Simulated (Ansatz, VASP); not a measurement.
# Eu in VASP and in Ansatz

The input INCAR:

```
SYSTEM = Eu
PREC = Accurate
ENCUT = 520
EDIFF = 1E-6
ISMEAR = -1
SIGMA = 0.08
LREAL = .FALSE.
LASPH = .TRUE.
NELM = 150
ALGO = Normal
ISIF = 2
LWAVE = .FALSE.
LCHARG = .TRUE.
ISPIN = 2
MAGMOM = 7
LORBIT = 11
LMAXMIX = 6
GGA = PE
LELF = .TRUE.
LVHAR = .TRUE.
NBANDS = 18
```

The input KPOINTS:

```
Automatic mesh
0
G
  9 9 9
  0 0 0
```

The input POSCAR:

```
Eu
1.0
    0.0000000000      2.8793417043      2.8793417043
    2.8793417043      0.0000000000      2.8793417043
    2.8793417043      2.8793417043      0.0000000000
Eu
1
Direct
    0.0000000000      0.0000000000      0.0000000000
```

Input for Ansatz:

```yaml
crystal:
  lattice:
    - [0.0, 2.8793417043, 2.8793417043]
    - [2.8793417043, 0.0, 2.8793417043]
    - [2.8793417043, 2.8793417043, 0.0]
  atoms:
    - { symbol: Eu, position: [0.0, 0.0, 0.0], spin: 7.0 }
magnetization:
  spin_polarized: true
kpoints:
  mp_grid: { grid: [9, 9, 9] }
scf:
  occupations: { method: fermi_dirac, width: 0.08 }
hamiltonian:
  xc: pbe
  pseudopotentials: { kind: paw }
output:
  forces: true
  stress: true
  eigenvalues: true
  populations: true
  write_density: true
  write_potential: true
  elf: true
  volumetric_format: npy
```

Change from the starting cell: volume scaled by 1.1, PAW files.

Alike in both runs: task single point; functional PBE; k mesh 9 × 9 × 9; occupations fermi-dirac, width 0.08 eV; collinear spin.

|  | VASP | Ansatz |
| --- | --- | --- |
| version | VASP 6.6.1 | Ansatz 0.2.0 |
| potentials or method | VASP PAW PBE potentials, release 64 (Eu) | PAW with Ansatz's default frozen-core files, scalar-relativistic |
| plane-wave cutoff (eV) | 520 | 420 |
| valence electrons in the cell | 17 | 17 |

|  | VASP | Ansatz | Ansatz less VASP |
| --- | --- | --- | --- |
| pressure (GPa) | -1.8 | -1.5 | +0.27 |
| net moment per atom (μB) | 7.40 | 7.41 | +0.009 |
| size of the moment on the site where the two differ most (μB) | 6.70 | 7.15 | +0.442 |

Site moments also hang on the region over which each program counts them.

Spin-orbit coupling is off throughout.
